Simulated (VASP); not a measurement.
Here is a VASP 6.6.1 calculation.

File POSCAR:

```
BN
1.0
    0.0000000000      1.8075000000      1.8075000000
    1.8075000000      0.0000000000      1.8075000000
    1.8075000000      1.8075000000      0.0000000000
B N
1 1
Direct
    0.0000000000      0.0000000000      0.0000000000
    0.2500000000      0.2500000000      0.2500000000
```

INCAR.step1

```
PREC     = Accurate       # precision mode
ENCUT    = 1460           # plane-wave cutoff, eV
ISMEAR   = 0              # smearing method
SIGMA    = 0.01           # smearing width, eV
LREAL    = F              # projectors in reciprocal space
LASPH    = T              # aspherical terms in the spheres
NELM     = 120            # most SCF steps
NBANDS   = 11             # bands
GGA      = PE             # functional
ALGO     = Normal         # electronic algorithm
EDIFF    = 1E-5           # SCF threshold, eV
LWAVE    = T              # write WAVECAR
LCHARG   = F              # write CHGCAR
GGA_COMPAT= F
```

The input INCAR.step2:

```
PREC     = Accurate       # precision mode
ENCUT    = 1460           # plane-wave cutoff, eV
EDIFF    = 1E-6           # SCF threshold, eV
ISMEAR   = 0              # smearing method
SIGMA    = 0.01           # smearing width, eV
LREAL    = F              # projectors in reciprocal space
LASPH    = T              # aspherical terms in the spheres
NELM     = 120            # most SCF steps
ALGO     = Normal         # electronic algorithm
ISIF     = 2              # what is computed and relaxed
LWAVE    = F              # write WAVECAR
LCHARG   = F              # write CHGCAR
METAGGA  = R2SCAN         # meta-GGA
LMIXTAU  = T            
NBANDS   = 11             # bands
ISTART   = 1            
GGA_COMPAT= F
```

File KPOINTS:

```
Automatic mesh
0
Gamma
  10 10 10
```

Potentials or basis: VASP PAW PBE potentials, release 64 (B_h, N_h).

Launch:

```bash
$ cat potpaw_PBE.64/B_h/POTCAR potpaw_PBE.64/N_h/POTCAR > POTCAR
$ cp INCAR.step1 INCAR
$ mpirun -np 1 vasp_std > vasp.out
$ cp INCAR.step2 INCAR
$ mpirun -np 1 vasp_std > vasp.out
```

Problem. Estimate the pressure.

Solution. -2.2 GPa.

Problem. Estimate the band gap on the k mesh.

Solution. 4.99 eV (least direct gap 9.55 eV).

Caveat: the PAW data sets were made with another functional, which shifts forces and pressure a little. A k mesh can miss the band edges.
